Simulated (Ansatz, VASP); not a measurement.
## SnGe2: VASP beside Ansatz

```xyz
6
Lattice="4.2977 0.0000 0.0000 -2.1489 3.7219 0.0000 0.0000 0.0000 10.4689" Properties=species:S:1:pos:R:3 pbc="T T T"
Sn    0.0000    0.0000    9.0338
Sn    0.0000    0.0000    1.4350
Ge    0.0000    2.4813    5.6014
Ge    2.1489    1.2406    2.3716
Ge    2.1489    1.2406    4.8675
Ge    0.0000    2.4813    8.0972
```

Alike in both runs: functional PBE; k mesh 6 × 6 × 2; occupations gaussian, width 0.1 eV; no spin polarisation.

Ansatz relaxed the structure, and its values are those at the end. VASP's run is a single point on that final structure, the one shown.

```csv
,VASP,Ansatz
version,VASP 6.6.1,Ansatz 0.2.0
potentials or method,"VASP PAW PBE potentials, release 64 (Sn_d, Ge_d), cutoff 520 eV","scalar-relativistic, plane waves, PAW"
valence electrons in the cell,84,84
```

```csv
,VASP,Ansatz,Ansatz less VASP
gap on the k mesh at the Fermi level (eV),none,none,-
pressure (GPa),0.2,0.2,+0.04
rms of the force components (eV/Å),0.004,0.004,0.0000
```

A gap of «none» marks a metal or a gap that the smearing closes.
